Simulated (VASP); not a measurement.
A run of VASP 6.6.1 is set up as follows.

The input INCAR:

```
SYSTEM = CuRu2
ALGO = Fast ; EDIFF = 1E-6
EDIFFG = -0.01 ; ENCUT = 600
GGA = PE ; IBRION = 2
ISIF = 3 ; ISMEAR = 0
LASPH = .True. ; LCHARG = .False.
LREAL = .False. ; LWAVE = .False.
NELM = 80 ; NSW = 100
PREC = Accurate ; SIGMA = 0.1
```

KPOINTS

```
k-points
0
Gamma
  10 10 20
  0 0 0
```

Contents of POSCAR:

```
CuRu2
1.0
    4.8045738585      0.0000000000      0.0000000000
    0.0000000000      4.8045738585      0.0000000000
    0.0000000000      0.0000000000      2.3355402911
Cu Ru
1 2
Direct
    0.0000000000      0.0000000000      0.5000000000
    0.5000000000      0.0000000000      0.5000000000
    0.0000000000      0.5000000000      0.5000000000
```

Potentials or basis: VASP PAW PBE potentials, release 64 (Cu, Ru_pv).

Command:

```bash
$ cat potpaw_PBE.64/Cu/POTCAR potpaw_PBE.64/Ru_pv/POTCAR > POTCAR
$ mpirun -np 1 vasp_std > vasp.out
```

**Question.** Estimate the space group after relaxing (to 0.1 Å).

**Answer.** P4/mmm (No. 123).

**Question.** What does it give for the relaxed volume?

**Answer.** 17.93 Å³/atom.

**Question.** Predict the relaxed cell.

**Answer.** a = 4.789 Å, b = 4.789 Å, c = 2.345 Å, α = 90.00°, β = 90.00°, γ = 90.00°.

The path:
```tsv
step	energy change (eV)	largest force (eV/Å)	pressure (GPa)	volume (Å³)
1	0.0000	0.0000	0.18	53.91
2	0.0003	0.0000	-1.07	54.07
3	-0.0014	0.0000	-0.41	53.99
4	-0.0016	0.0000	0.29	53.69
5	-0.0017	0.0000	0.03	53.78
```

Caveat: the highest band is partly filled, so the run has too few bands.
